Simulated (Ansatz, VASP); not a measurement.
**P in VASP and in Ansatz**

INCAR

```
SYSTEM = P
ALGO = Normal ; EDIFF = 1E-6
ENCUT = 520 ; GGA = PS
ISIF = 2 ; ISMEAR = -1
LASPH = .True. ; LCHARG = .False.
LREAL = .False. ; LWAVE = .False.
NBANDS = 8 ; NELM = 80
PREC = Accurate ; SIGMA = 0.1
```

The input KPOINTS:

```
k-points
0
Gamma
  17 17 17
  0 0 0
```

File POSCAR:

```
P
1.0
    0.0000000000      1.8573493105      1.8573493105
    1.8573493105      0.0000000000      1.8573493105
    1.8573493105      1.8573493105      0.0000000000
P
1
Direct
    0.0000000000      0.0000000000      0.0000000000
```

Input for Ansatz:

```yaml
crystal:
  lattice:
    - [0.0, 1.8573493105, 1.8573493105]
    - [1.8573493105, 0.0, 1.8573493105]
    - [1.8573493105, 1.8573493105, 0.0]
  atoms:
    - { symbol: P, position: [0.0, 0.0, 0.0] }
kpoints:
  mp_grid: { grid: [17, 17, 17] }
scf:
  occupations: { method: fermi_dirac, width: 0.1 }
hamiltonian:
  xc: pbesol
  pseudopotentials: { kind: all_electron, lapw: { basis_error: 0.001 } }
output:
  forces: true
  stress: true
  eigenvalues: true
  populations: true
```

Change from the starting cell: volume scaled by 0.92, LAPW.

Alike in both runs: task single point; functional PBEsol; k mesh 17 × 17 × 17; occupations fermi-dirac, width 0.1 eV; no spin polarisation.

|  | VASP | Ansatz |
| --- | --- | --- |
| version | VASP 6.6.1 | Ansatz 0.2.0 |
| potentials or method | VASP PAW PBE potentials, release 64 (P), cutoff 520 eV | all-electron LAPW, scalar-relativistic |

```tsv
	VASP	Ansatz	Ansatz less VASP
pressure (GPa)	10.4	10.4	-0.07
```

VASP's potentials were made for PBE, not for PBEsol. Ansatz ran all-electron here, and VASP with PAW potentials.
